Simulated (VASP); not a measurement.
## WSe2: single point with PBE

WSe2:

```
W Se
1.0
     3.29721   -0.08457    0.00000
    -1.72185    2.89776    0.00000
     0.00000    0.00000    7.18427
W Se
1 2
Direct
  0.00393 0.00037 0.00000
  0.33137 0.66648 0.23186
  0.33137 0.66648 0.76814
```

This cell differs from its parent crystal: shear xy strain -5.1%.

* Program: VASP 6.6.1
* Task: single point
* Functional: PBE
* Potentials or basis: VASP PAW PBE potentials, release 64 (W_sv, Se)
* Cutoff: 520 eV
* k mesh: 12 × 12 × 4
* Occupations: fermi-dirac, width 0.02 eV
* Spin: no spin polarisation

| Quantity | Value |
| --- | --- |
| Pressure | 3.6 GPa |
| Largest force | 0.343 eV/Å |
| Band gap on the k mesh | 1.36 eV (least direct gap 1.54 eV) |

Forces on the atoms (eV/Å):
```
W    0.053  0.000  0.000
Se  -0.027  0.000  0.342
Se  -0.027  0.000 -0.342
```

Stress tensor (GPa, compression positive):
```
3.02 3.61 0.00
3.61 3.39 0.00
0.00 0.00 4.25
```

Levels at points of the mesh, in eV from the valence-band top:
| k point | band 10 | band 11 | band 12 | band 13 | band 14 | band 15 | band 16 | band 17 |
| --- | --- | --- | --- | --- | --- | --- | --- | --- |
| (0.00, 0.00, 0.00) | -1.60 | -1.43 | -1.10 | -0.74 | 2.80 | 2.80 | 3.10 | 3.32 |
| (0.50, 0.00, 0.00) | -3.40 | -1.75 | -1.36 | -1.07 | 2.35 | 2.66 | 3.93 | 4.17 |
| (0.00, 0.50, 0.00) | -3.08 | -1.85 | -1.21 | -1.02 | 2.18 | 2.72 | 4.04 | 4.06 |
| (0.50, 0.50, 0.00) | -2.74 | -1.97 | -1.35 | -0.69 | 2.29 | 2.62 | 3.83 | 4.18 |
| (0.00, 0.00, 0.50) | -2.15 | -1.50 | -1.12 | 0.00 | 2.74 | 2.89 | 3.05 | 3.40 |
| (0.50, 0.00, 0.50) | -3.42 | -2.42 | -1.30 | -0.79 | 2.37 | 2.92 | 3.25 | 4.17 |
| (0.00, 0.50, 0.50) | -3.12 | -2.51 | -0.98 | -0.90 | 2.20 | 2.97 | 3.33 | 4.30 |
| (0.50, 0.50, 0.50) | -2.79 | -2.63 | -1.05 | -0.64 | 2.31 | 2.79 | 3.43 | 4.47 |

Run time: 2.5 min on 1 thread of Intel(R) Xeon(R) 6975P-C (Granite Rapids) (shared host), peak memory 0.41 GiB.

Caveat: the cell differs from its parent crystal (shear xy strain -5.1%); the cell stands under pressure; spin-orbit coupling is left out, which moves the levels of the heavy elements; this functional lacks dispersion, which binds the layers, so the pressure and a relaxed spacing across them are unreliable. A k mesh can miss the band edges.
